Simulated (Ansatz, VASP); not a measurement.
**One calculation of InP, two programs**

The input INCAR:

```
PREC = Accurate
ENCUT = 520
EDIFF = 1E-8
ISMEAR = -1
SIGMA = 0.03
LREAL = False
LASPH = True
NELM = 80
ALGO = Normal
ISIF = 2
LWAVE = False
LCHARG = False
GGA = PE
LEFG = True
NBANDS = 16
```

File KPOINTS:

```
Automatic mesh
0
Gamma
  11 11 11
```

Contents of POSCAR:

```
InP
1.0
    0.0000000000      2.8550000000      2.8550000000
    2.8550000000      0.0000000000      2.8550000000
    2.8550000000      2.8550000000      0.0000000000
In P
1 1
Direct
    0.0000000000      0.0000000000      0.0000000000
    0.5000000000      0.5000000000      0.5000000000
```

Input for Ansatz:

```yaml
crystal:
  lattice:
    - [0.0, 2.855, 2.855]
    - [2.855, 0.0, 2.855]
    - [2.855, 2.855, 0.0]
  atoms:
    - { symbol: In, position: [0.0, 0.0, 0.0] }
    - { symbol: P, position: [0.5, 0.5, 0.5] }
kpoints:
  mp_grid: { grid: [11, 11, 11] }
  band_path:
    path:
      - [0.0, 0.0, 0.0]
      - [0.5, 0.0, 0.5]
      - [0.625, 0.25, 0.625]
      - [0.375, 0.375, 0.75]
      - [0.0, 0.0, 0.0]
      - [0.5, 0.5, 0.5]
      - [0.5, 0.25, 0.75]
      - [0.5, 0.0, 0.5]
    npoints: 8
scf:
  occupations: { method: fermi_dirac, width: 0.03 }
hamiltonian:
  xc: pbe
  pseudopotentials: { kind: all_electron, datasets: crystal }
output:
  forces: true
  stress: true
  eigenvalues: true
  efg: { contact_densities: true }
```

Alike in both runs: task electric field gradients; functional PBE; k mesh 11 × 11 × 11; occupations fermi-dirac, width 0.03 eV; no spin polarisation.

|  | VASP | Ansatz |
| --- | --- | --- |
| version | VASP 6.6.1 | Ansatz 0.2.0 |
| potentials or method | VASP PAW PBE potentials, release 64 (In_d, P), cutoff 520 eV | all-electron PAW with datasets made for the crystal, scalar-relativistic |

```tsv
	VASP	Ansatz	Ansatz less VASP
pressure (GPa)	-5.4	-5.4	+0.03
```

Ansatz ran all-electron here, and VASP with PAW potentials.
